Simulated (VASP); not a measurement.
Write the native input for VASP 6.6.1 that does the following.

- Task: relaxation of cell and atoms
- Functional: r2SCAN
- Potentials or basis: VASP PAW PBE potentials, release 64 (Ti_sv, N)
- Cutoff: 600 eV
- k mesh: 18 × 18 × 18
- Occupations: gaussian, width 0.1 eV
- Spin: no spin polarisation
- Dipole correction: no
- Further INCAR settings: ALGO = Normal; EDIFF = 1e-06; IBRION = 2; EDIFFG = -0.005; NSW = 100; ISIF = 3

The system is TiN.

```xyz
2
Lattice="0.0000 2.1190 2.1190 2.1190 0.0000 2.1190 2.1190 2.1190 0.0000" Properties=species:S:1:pos:R:3 pbc="T T T"
Ti    0.0000    0.0000    0.0000
N     2.1190    2.1190    2.1190
```

These files were run (other wordings do the same):

POSCAR

```
TiN
1.0
    0.0000000000      2.1190000000      2.1190000000
    2.1190000000      0.0000000000      2.1190000000
    2.1190000000      2.1190000000      0.0000000000
Ti N
1 1
Direct
    0.0000000000      0.0000000000      0.0000000000
    0.5000000000      0.5000000000      0.5000000000
```

INCAR.step1

```
SYSTEM = TiN
PREC = Accurate ; ENCUT = 600
ISMEAR = 0 ; SIGMA = 0.1
LREAL = .FALSE. ; LASPH = .TRUE.
NELM = 100 ; GGA = PE
ALGO = Normal ; EDIFF = 1E-4
LWAVE = .TRUE. ; LCHARG = .FALSE.
```

INCAR.step2

```
SYSTEM = TiN
PREC = Accurate ; ENCUT = 600
EDIFF = 1E-6 ; ISMEAR = 0
SIGMA = 0.1 ; LREAL = .FALSE.
LASPH = .TRUE. ; NELM = 100
ALGO = Normal ; ISIF = 3
LWAVE = .FALSE. ; LCHARG = .FALSE.
METAGGA = R2SCAN ; LMIXTAU = .TRUE.
IBRION = 2 ; NSW = 100
EDIFFG = -0.005 ; ISTART = 1
```

KPOINTS

```
Automatic mesh
0
G
  18 18 18
  0 0 0
```

Potentials or basis: VASP PAW PBE potentials, release 64 (Ti_sv, N).

Launch:

```sh
$ cat potpaw_PBE.64/Ti_sv/POTCAR potpaw_PBE.64/N/POTCAR > POTCAR
$ cp INCAR.step1 INCAR
$ mpirun -np 1 vasp_std > vasp.out
$ cp INCAR.step2 INCAR
$ mpirun -np 1 vasp_std > vasp.out
```

Results of the run:

The relaxed volume is 9.53 Å³/atom and the relaxed cell is a = 2.998 Å, b = 2.998 Å, c = 2.998 Å, α = 60.00°, β = 60.00°, γ = 60.00°. The space group after relaxing (to 0.1 Å) is Fm-3m (No. 225). The energy gained by relaxing is 0.0 meV/atom. The ionic steps are 3. The pressure after relaxing is 0.0 GPa and the band gap on the k mesh is zero (an odd number of electrons rules out a gap without spin polarisation).

Caveat: the PAW data sets were made with another functional, which shifts forces and pressure a little.

Run time: 5.9 min on 1 thread of Intel Xeon 8259CL (shared host), peak memory 0.2 GiB.
